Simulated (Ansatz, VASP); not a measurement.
# Two plane-wave programs on V2MoSe6

```
CELL_PARAMETERS angstrom
3.32923 0.00000 0.00000
-1.66461 2.88320 0.00000
0.00000 0.00000 21.27526
ATOMIC_POSITIONS crystal
V 0.00000 0.00000 0.33488
V 0.00000 0.00000 0.66512
Mo 0.00000 0.00000 0.00000
Se 0.33333 0.66667 0.07979
Se 0.33333 0.66667 0.40919
Se 0.33333 0.66667 0.73946
Se 0.66667 0.33333 0.26054
Se 0.66667 0.33333 0.59081
Se 0.66667 0.33333 0.92021
```

Alike in both runs: task single point; functional PBE; k mesh 6 × 6 × 1; occupations gaussian, width 0.1 eV; collinear spin.

|  | VASP | Ansatz |
| --- | --- | --- |
| version | VASP 6.6.1 | Ansatz 0.2.0 |
| potentials or method | VASP PAW PBE potentials, release 64 (V_sv, Mo_sv, Se), cutoff 520 eV | scalar-relativistic, plane waves, PAW |
| valence electrons in the cell | 76 | 136 |

```csv
,VASP,Ansatz,Ansatz less VASP
gap on the k mesh at the Fermi level (eV),none,none,-
pressure (GPa),-0.3,-0.1,+0.21
"traceless stress, the component that is largest in VASP (GPa)",0.45,0.26,-0.186
rms of the force components (eV/Å),0.017,0.011,-0.0064
net moment per atom (μB),0.00,0.14,+0.136
size of the moment on the site where the two differ most (μB),0.00,0.61,+0.609
```

The net moments are unlike, so the other rows may belong to different states. Site moments also hang on the region over which each program counts them. Atom by atom the forces differ by 0.011 eV/Å (rms over components). A gap of «none» marks a metal or a gap that the smearing closes. VASP's potentials hold 76 valence electrons a cell and Ansatz's 136, so a difference there can come from the potentials and not from the codes.

The k mesh is coarse, so the values compare programs but aren't converged.
